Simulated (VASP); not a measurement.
# Mo2F3 (P1) in VASP: relaxation of cell and atoms with PBE

Aim: the relaxation of cell and atoms of Mo2F3 with PBE.

Program: VASP 6.6.1. These are calculated values, not measurements. Logs are shortened: lines on timing, memory, paths and dates and some standing lists are left out, and cuts for length are marked.

### Step 1. The cell of the first run

The typed cell holds 10 atoms: a = 2.671 Å, b = 5.531 Å, c = 10.294 Å, α = 92.57°, β = 90.54°, γ = 95.91°.

### Step 2. Relaxation of cell and atoms, PBE

Contents of INCAR:

```
  PREC = Accurate
  ENCUT = 600
  EDIFF = 1E-6
  ISMEAR = 0
  SIGMA = 0.1
  LREAL = False
  LASPH = True
  NELM = 80
  ALGO = Normal
  ISIF = 3
  LWAVE = False
  LCHARG = False
  GGA = PE
  IBRION = 2
  NSW = 90
  EDIFFG = -0.04
```

Contents of KPOINTS:

```
regular mesh
0
Gamma
  6 4 2
```

Contents of POSCAR:

```
Mo2F3
1.0
    2.6708209717      0.0000000000      0.0000000000
   -0.5694500106      5.5018463131      0.0000000000
   -0.0968083196     -0.4748156293     10.2828281793
Mo F
4 6
Direct
    0.4705614805      0.6064767246      0.1989411597
    0.6502275730      0.2331456487      0.2016906895
    0.6452373141      0.1347661007      0.8078346568
    0.4283287002      0.6256997250      0.8064246870
    0.0773122668      0.9301718649      0.2798836857
    0.5692943558      0.4427053716      0.3794754821
    0.5311038887      0.8681044398      0.6599257812
    0.5342781316      0.3637922564      0.6577735183
    0.4215367487      0.6736213281      0.0026430939
    0.6721195405      0.1215165403      0.0054072458
```

Potentials or basis: VASP PAW PBE potentials, release 64 (Mo_sv, F).

Launch:

```
> cat potpaw_PBE.64/Mo_sv/POTCAR potpaw_PBE.64/F/POTCAR > POTCAR
> mpirun -np 1 vasp_std > vasp.out
```

OUTCAR:

```text
PREC = Accurate
   ENCUT = 600
   EDIFF = 1E-6
   ISMEAR = 0
   LREAL = False
   LASPH = True
   NELM = 80
   ISIF = 3
   GGA = PE
   IBRION = 2
   NSW = 90
   EDIFFG = -0.04

 ion  position               nearest neighbor table
   1  0.471  0.606  0.199-   9 2.08   6 2.13   2 2.17   5 2.30   5 2.40   2 2.85   2 3.45
   2  0.650  0.233  0.202-  10 2.09   6 2.15   1 2.17   5 2.29   5 2.33   1 2.85   1 3.45
   3  0.645  0.135  0.808-  10 2.04   7 2.07   8 2.08   4 2.82   4 2.83   4 3.25
   4  0.428  0.626  0.806-   9 2.03   7 2.06   8 2.10   3 2.82   3 2.83   3 3.25
   5  0.077  0.930  0.280-   2 2.29   1 2.30   2 2.33   1 2.40
   6  0.569  0.443  0.379-   1 2.13   2 2.15
   7  0.531  0.868  0.660-   4 2.06   3 2.07
   8  0.534  0.364  0.658-   3 2.08   4 2.10
   9  0.422  0.674  0.003-   4 2.03   1 2.08
  10  0.672  0.122  0.005-   3 2.04   2 2.09

  LATTYP: Found a triclinic cell.
 ALAT       =    15.4966275741
 B/A-ratio  =     0.3800496786
 C/A-ratio  =     1.3381020493
 COS(alpha) =     0.0001572161
 COS(beta)  =     0.6794652077
 COS(gamma) =     0.7294575428

  Lattice vectors:

 A1 = (   1.6287292701,  11.4785082555, -10.2828281793)
 A2 = (   2.1013709611,   5.5018463131,   0.0000000000)
 A3 = (  -2.4772043325,   0.9496312586, -20.5656563586)

Analysis of symmetry for initial positions (statically):
=====================================================================
 Subroutine PRICEL returns:
 Original cell was already a primitive cell.

 Routine SETGRP: Setting up the symmetry group for a
 triclinic supercell.

 Subroutine GETGRP returns: Found  1 space group operations
 (whereof  1 operations were pure point group operations)
 out of a pool of  2 trial point group operations.

The static configuration has the point symmetry C_1 .

Analysis of symmetry for dynamics (positions and initial velocities):
=====================================================================
 Subroutine PRICEL returns:
 Original cell was already a primitive cell.

 Routine SETGRP: Setting up the symmetry group for a
 triclinic supercell.

 Subroutine GETGRP returns: Found  1 space group operations
 (whereof  1 operations were pure point group operations)
 out of a pool of  2 trial point group operations.

The dynamic configuration has the point symmetry C_1 .

 Subroutine INISYM returns: Found  1 space group operations
 (whereof  1 operations are pure point group operations),
 and found     1 'primitive' translations

----------------------------------------------------------------------------------------

                                     Primitive cell

  volume of cell :     151.1005

  direct lattice vectors                    reciprocal lattice vectors
     2.670820972  0.000000000  0.000000000     0.374416710  0.038752736  0.005314400
    -0.569450011  5.501846313  0.000000000     0.000000000  0.181757167  0.008392744
    -0.096808320 -0.474815629 10.282828179     0.000000000  0.000000000  0.097249510

  length of vectors
     2.670820972  5.531237309 10.294239996     0.376454366  0.181950834  0.097249510

  position of ions in fractional coordinates (direct lattice)
     0.470561481  0.606476725  0.198941160
     0.650227573  0.233145649  0.201690689
     0.645237314  0.134766101  0.807834657
     0.428328700  0.625699725  0.806424687
     0.077312267  0.930171865  0.279883686
     0.569294356  0.442705372  0.379475482
     0.531103889  0.868104440  0.659925781
     0.534278132  0.363792256  0.657773518
     0.421536749  0.673621328  0.002643094
     0.672119540  0.121516540  0.005407246

  ion indices of the primitive-cell ions
   primitive index   ion index
                 1           1
                 2           2
                 3           3
                 4           4
                 5           5
                 6           6
                 7           7
                 8           8
                 9           9
                10          10

----------------------------------------------------------------------------------------

 KPOINTS: regular mesh

Automatic generation of k-mesh.
 Grid dimensions read from file:
 generate k-points for:    6    4    2

 Generating k-lattice:

  Cartesian coordinates                     Fractional coordinates (reciprocal lattice)
     0.062402785  0.006458789  0.000885733     0.166666667  0.000000000  0.000000000
     0.000000000  0.045439292  0.002098186     0.000000000  0.250000000  0.000000000
     0.000000000  0.000000000  0.048624755     0.000000000  0.000000000  0.500000000

  Length of vectors
     0.062742394  0.045487708  0.048624755

  Shift w.r.t. Gamma in fractional coordinates (k-lattice)
     0.000000000  0.000000000  0.000000000

 Subroutine IBZKPT returns following result:
 ===========================================

 Found     28 irreducible k-points:

 Following reciprocal coordinates:
            Coordinates               Weight
  0.000000  0.000000  0.000000      1.000000
  0.166667 -0.000000 -0.000000      2.000000
  0.333333  0.000000 -0.000000      2.000000
  0.500000  0.000000  0.000000      1.000000
  0.000000  0.250000  0.000000      2.000000
  0.166667  0.250000  0.000000      2.000000
[... 16 lines left out ...]
 -0.333333  0.250000  0.500000      2.000000
 -0.166667  0.250000  0.500000      2.000000
 [... further k-points ...]
   k-points           NKPTS =     28   k-points in BZ     NKDIM =     28   number of bands    NBANDS=     58
   number of dos      NEDOS =    301   number of ions     NIONS =     10
   total plane-waves  NPLWV =  96768
   dimension x,y,z NGX =    24 NGY =   48 NGZ =   84
   dimension x,y,z NGXF=    48 NGYF=   96 NGZF=  168
   ions per type =               4   6
   NGX,Y,Z   is equivalent  to a cutoff of  14.94, 14.43, 13.57 a.u.
   NGXF,Y,Z  is equivalent  to a cutoff of  29.88, 28.85, 27.13 a.u.
 SYSTEM =  unknown system
   PREC   = accura    normal or accurate (medium, high low for compatibility)
   ISTART =      0    job   : 0-new  1-cont  2-samecut
   ICHARG =      2    charge: 1-file 2-atom 10-const
   ISPIN  =      1    spin polarized calculation?
   LNONCOLLINEAR =      F non collinear calculations
   LSORBIT =      F    spin-orbit coupling
   LASPH  =      T    aspherical Exc in radial PAW
   ENCUT  =  600.0 eV  44.10 Ry    6.64 a.u.   5.33 11.05 20.56*2*pi/ulx,y,z
   NELM   =     80;   NELMIN=  2; NELMDL= -5     # of ELM steps
   EDIFF  = 0.1E-05   stopping-criterion for ELM
   LREAL  =      F    real-space projection
   EDIFFG = -.4E-01   stopping-criterion for IOM
   NSW    =     90    number of steps for IOM
   IBRION =      2    ionic relax: 0-MD 1-quasi-New 2-CG
   NFREE  =      1    steps in history (QN), initial steepest desc. (CG)
   ISIF   =      3    stress and relaxation
   ISYM   =      2    0-nonsym 1-usesym 2-fastsym
   POTIM  = 0.5000    time-step for ionic-motion
   TEBEG  =    0.0;   TEEND  =   0.0 temperature during run
   PSTRESS=    0.0 pullay stress
   NELECT =      98.0000    total number of electrons
   NUPDOWN=      -1.0000    fix difference up-down
   EMIN   =  10.00;   EMAX   =-10.00  energy-range for DOS
   EFERMI =   0.00;   METHOD = LEGACY
   ISMEAR =     0;   SIGMA  =   0.10  broadening in eV -4-tet -1-fermi 0-gaus
   EFERMI_NEDOS =   21; number of points for ismear=-14 and -15
   IALGO  =     38    algorithm
   IMIX   =      4    mixing-type and parameters
     AMIX     =   0.40;   BMIX     =  1.00
     AMIX_MAG =   1.60;   BMIX_MAG =  1.00
  volume/ion in A,a.u.               =      15.11       101.97
  Fermi-wavevector in a.u.,A,eV,Ry     =   1.417082  2.677896 27.322142  2.008121
  Thomas-Fermi vector in A             =   2.538349
   LORBIT       =      0    0 simple, 1 ext, 2 COOP (PROOUT), +10 PAW based schemes
   GGA     = PE    functional components
   LHFCALC =     F    Hartree Fock is set to
   AEXX    =    0.0000 exact exchange contribution
   IVDW    =     0    specifies the selected vdW correction
   LEPSILON=     F    determine dielectric tensor
   LRPA    =     F    only Hartree local field effects (RPA)
 conjugate gradient relaxation of ions
 non-spin polarized calculation
 Gauss-broadening in eV      SIGMA  =   0.10
  energy-cutoff  :      600.00
  volume of cell :      151.10
 maximum number of plane-waves:      5067
 NGX is ok and might be reduce to    24
   NGX = 11   NGY = 23   NGZ = 41

--------------------------------------- Ionic step        1  -------------------------------------------

 number of electron      98.0000000 magnetization

 Free energy of the ion-electron system (eV)
  ---------------------------------------------------
  ext. energy  EPLUGINS =         0.00000000
  ---------------------------------------------------
  free energy    TOTEN  =       -67.19765563 eV

  energy without entropy =      -67.15170907  energy(sigma->0) =      -67.17468235

------------------------ aborting loop because EDIFF is reached ----------------------------------------

  FORCE on cell =-STRESS in cart. coord.  units (eV):
  Direction    XX          YY          ZZ          XY          YZ          ZX
  --------------------------------------------------------------------------------------
  -------------------------------------------------------------------------------------
  Total       -3.5310453      2.6419260      1.7753173     -0.7166522     -0.2986876     -0.0136510
  in kB      -37.4410533     28.0133745     18.8243832     -7.5989432     -3.1671010     -0.1447473
  external PRESSURE =       3.1322348 kB  Pullay stress =       0.0000000 kB
[... 113 lines left out ...]
  FREE ENERGIE OF THE ION-ELECTRON SYSTEM (eV)
  ---------------------------------------------------
  free  energy   TOTEN  =       -67.2702811799 eV

  energy  without entropy=      -67.2358282347  energy(sigma->0) =      -67.25305471

[... ionic steps 4 to 22 ...]

--------------------------------------- Ionic step       23  -------------------------------------------

 number of electron      97.9999997 magnetization

------------------------ aborting loop because EDIFF is reached ----------------------------------------
[... 83 lines left out ...]
--------------------------------------- Ionic step       25  -------------------------------------------

 number of electron      97.9999998 magnetization

 Free energy of the ion-electron system (eV)
  ---------------------------------------------------
  ext. energy  EPLUGINS =         0.00000000
  ---------------------------------------------------
  free energy    TOTEN  =       -67.41731820 eV

  energy without entropy =      -67.40714931  energy(sigma->0) =      -67.41223375

 E-fermi :   4.9450     XC(G=0): -10.1066

 val. band max:        4.8525990725   @ k =   0.5000   0.5000   0.5000
 cond. band min:       5.0318636866   @ k =   0.1667  -0.0000   0.5000
 fundamental gap:      0.1792646141
 Fermi energy:         4.9450225048

 k-point     1 :       0.0000    0.0000    0.0000
  band No.  band energies     occupation
      1     -56.7887      2.00000
      2     -56.7566      2.00000
      3     -56.6957      2.00000
      4     -56.3119      2.00000
      5     -31.9261      2.00000
      6     -31.1722      2.00000
[... 1453 lines left out ...]
     57       7.0123      0.00000
     58       7.1928      0.00000

 [... further k-points ...]

------------------------ aborting loop because EDIFF is reached ----------------------------------------

  FORCE on cell =-STRESS in cart. coord.  units (eV):
  Direction    XX          YY          ZZ          XY          YZ          ZX
  --------------------------------------------------------------------------------------
  -------------------------------------------------------------------------------------
  Total        0.1313913     -0.0521693     -0.0523034     -0.0235207     -0.0050636     -0.0006708
  in kB        1.4024155     -0.5568327     -0.5582644     -0.2510502     -0.0540472     -0.0071601
  external PRESSURE =       0.0957728 kB  Pullay stress =       0.0000000 kB
[... 25 lines left out ...]
  FREE ENERGIE OF THE ION-ELECTRON SYSTEM (eV)
  ---------------------------------------------------
  free  energy   TOTEN  =       -67.4173181993 eV

  energy  without entropy=      -67.4071493075  energy(sigma->0) =      -67.41223375

 reached required accuracy - stopping structural energy minimisation
```

Wall time 2.1 h (1 thread of Intel Xeon 8259CL, shared host); peak memory 0.45 GiB.

Results:

| Property | Result |
| --- | --- |
| Free energy | -67.4173 eV |
| Relaxed volume | 15.01 Å³/atom |
| Relaxed cell | a = 2.565 Å, b = 5.772 Å, c = 10.233 Å, α = 93.41°, β = 90.50°, γ = 96.83° |
| Space group after relaxing (to 0.1 Å) | P1 (No. 1) |
| Energy gained by relaxing | 22.0 meV/atom |
| Ionic steps | 25 |
| Pressure after relaxing | 0.0 GPa |
| Largest force after relaxing | 0.037 eV/Å |
| Band gap on the k mesh | zero (bands 49 and 50 overlap by 1.44 eV) |

Forces in eV/Å, atoms in the order of the input:
```
Mo  -0.003  0.016  0.011
Mo   0.010  0.003  0.010
Mo  -0.012  0.000  0.001
Mo   0.012 -0.009 -0.004
F    0.004  0.005 -0.001
F   -0.006  0.009 -0.035
F   -0.001 -0.012  0.012
F   -0.002 -0.013  0.013
F    0.020 -0.011 -0.001
F   -0.023  0.014 -0.006
```

The path:
```tsv
step	energy change (eV)	largest force (eV/Å)	pressure (GPa)	volume (Å³)
1	0.0000	0.9136	0.31	151.10
2	-0.0611	1.3013	-2.96	151.71
3	-0.0726	0.8134	-2.14	151.54
4	-0.1423	0.6498	-0.61	149.23
5	-0.1474	0.6267	-0.04	148.48
6	-0.1643	0.3152	1.00	148.35
7	-0.1645	0.2236	0.88	148.36
8	-0.1747	0.1728	0.07	149.39
9	-0.1759	0.2131	-0.35	149.92
10	-0.1823	0.2140	-0.37	149.95
11	-0.1924	0.2110	-0.42	150.04
12	-0.1986	0.1518	0.16	149.48
13	-0.1999	0.1526	0.61	149.07
14	-0.2040	0.1352	0.57	149.13
15	-0.2109	0.1982	0.42	149.31
16	-0.2113	0.2343	0.37	149.37
17	-0.2154	0.1284	0.05	149.92
18	-0.2156	0.1572	-0.03	150.05
19	-0.2176	0.0678	-0.22	150.29
20	-0.2177	0.0837	-0.25	150.33
21	-0.2188	0.0525	0.04	150.09
22	-0.2188	0.0541	0.11	150.03
23	-0.2193	0.0430	-0.01	150.10
24	-0.2193	0.0498	-0.03	150.11
25	-0.2197	0.0371	0.01	150.11
```

Final structure:
```xyz
10
Lattice="2.5645 -0.0320 -0.0012 -0.6146 5.7386 -0.0348 -0.0917 -0.5592 10.2169" Properties=species:S:1:pos:R:3 pbc="T T T"
Mo    0.8830    3.3657    2.0525
Mo    1.4440    1.2134    2.0750
Mo    1.4095    0.2586    8.2473
Mo    0.7332    3.1594    8.2171
F    -0.4260    5.1768    2.6840
F     1.1658    2.3128    3.8908
F     0.7653    4.5789    6.6870
F     1.0791    1.6889    6.7251
F     0.7801    3.8930    0.0375
F     1.5485    0.6487    0.0711
```

Levels at points of the mesh, in eV from the Fermi level:
| k point | band 46 | band 47 | band 48 | band 49 | band 50 | band 51 | band 52 | band 53 |
| --- | --- | --- | --- | --- | --- | --- | --- | --- |
| (0.00, 0.00, 0.00) | -1.90 | -1.48 | -0.12 | 1.20 | 1.48 | 1.93 | 1.99 | 2.02 |
| (0.50, 0.00, 0.00) | -1.28 | -1.19 | -0.99 | -0.49 | -0.19 | 1.42 | 1.96 | 2.30 |
| (0.00, 0.50, 0.00) | -1.39 | -1.16 | -1.02 | 1.20 | 1.52 | 1.54 | 1.73 | 1.82 |
| (0.50, 0.50, 0.00) | -1.86 | -1.24 | -1.06 | -0.22 | -0.09 | 0.62 | 1.52 | 1.69 |
| (0.00, 0.00, 0.50) | -1.92 | -1.47 | -0.10 | 1.20 | 1.63 | 1.93 | 1.98 | 2.02 |
| (0.50, 0.00, 0.50) | -1.31 | -1.18 | -0.97 | -0.51 | -0.18 | 1.43 | 1.96 | 2.30 |
| (0.00, 0.50, 0.50) | -1.39 | -1.17 | -1.03 | 1.21 | 1.51 | 1.56 | 1.69 | 1.80 |
| (0.50, 0.50, 0.50) | -1.88 | -1.24 | -1.04 | -0.23 | -0.09 | 0.62 | 1.52 | 1.68 |

Caveat: the k points lie up to 0.41 Å⁻¹ apart in the final cell, too coarse for converged energies and pressures of a metal.

The gap in the log of VASP goes by the Fermi energy; the results here count the filled bands.